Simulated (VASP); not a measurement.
Here is a VASP 6.6.1 calculation.

File POSCAR:

```
LaCuTe2
1.0
    2.3719208760      1.3694291563      6.7495388525
   -2.3719208760      1.3694291563      6.7495388525
    0.0000000000     -2.7388583125      6.7495388525
Cu La Te
1 1 2
Direct
    1.0000000000      0.0000000000      0.0000000000
    0.5000000000      0.5000000000      0.5000000000
    0.2575498395      0.2575498395      0.2575498395
    0.7424501605      0.7424501605      0.7424501605
```

The input INCAR.step1:

```
PREC = Accurate
ENCUT = 520
ISMEAR = 0
SIGMA = 0.01
LREAL = False
LASPH = True
NELM = 100
NBANDS = 25
GGA = PE
ALGO = Normal
EDIFF = 1E-4
LWAVE = True
LCHARG = False
```

The input INCAR.step2:

```
PREC = Accurate
ENCUT = 520
EDIFF = 1E-7
ISMEAR = 0
SIGMA = 0.01
LREAL = False
LASPH = True
NELM = 100
ALGO = Normal
ISIF = 2
LWAVE = False
LCHARG = False
METAGGA = R2SCAN
LMIXTAU = True
NBANDS = 25
ISTART = 1
```

Contents of KPOINTS:

```
regular mesh
0
Gamma
  6 6 6
```

Potentials or basis: VASP PAW PBE potentials, release 64 (Cu, La, Te).

The run is started by

```sh
$ cat potpaw_PBE.64/Cu/POTCAR potpaw_PBE.64/La/POTCAR potpaw_PBE.64/Te/POTCAR > POTCAR
$ cp INCAR.step1 INCAR
$ mpirun -np 1 vasp_std > vasp.out
$ cp INCAR.step2 INCAR
$ mpirun -np 1 vasp_std > vasp.out
```

Task: Estimate the band gap on the k mesh.

Result: 1.38 eV (least direct gap 1.75 eV).

Task: What does it give for the pressure?

Result: -4.5 GPa.

Task: What does it give for the largest force?

Result: 0.007 eV/Å.

Forces on the atoms (eV/Å):
```
Cu   0.000  0.000  0.000
La   0.000  0.000  0.000
Te   0.000  0.000 -0.007
Te   0.000  0.000  0.007
```

Caveat: the cell differs from its parent crystal (biaxial xy strain +6.0%); the cell stands under tension; the PAW data sets were made with another functional, which shifts forces and pressure a little; spin-orbit coupling is left out, which moves the levels of the heavy elements. A k mesh can miss the band edges.
